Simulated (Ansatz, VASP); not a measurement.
One calculation of ZrC, two programs

```xyz
2
Lattice="0.0000 2.2815 2.2815 2.2815 0.0000 2.2815 2.2815 2.2815 0.0000" Properties=species:S:1:pos:R:3 pbc="T T T"
Zr    2.2815    2.2815    2.2815
C     0.0000    0.0000    0.0000
```

Alike in both runs: task single point; functional PBE; k mesh 16 × 16 × 16; occupations gaussian, width 0.1 eV; no spin polarisation.

|  | VASP | Ansatz |
| --- | --- | --- |
| version | VASP 6.6.1 | Ansatz 0.2.0 |
| potentials or method | VASP PAW PBE potentials, release 64 (Zr_sv, C), cutoff 520 eV | scalar-relativistic, plane waves, PAW |
| valence electrons in the cell | 16 | 16 |

```tsv
	VASP	Ansatz	Ansatz less VASP
gap on the k mesh at the Fermi level (eV)	none	none	-
pressure (GPa)	25.6	25.3	-0.30
```

A gap of «none» marks a metal or a gap that the smearing closes.
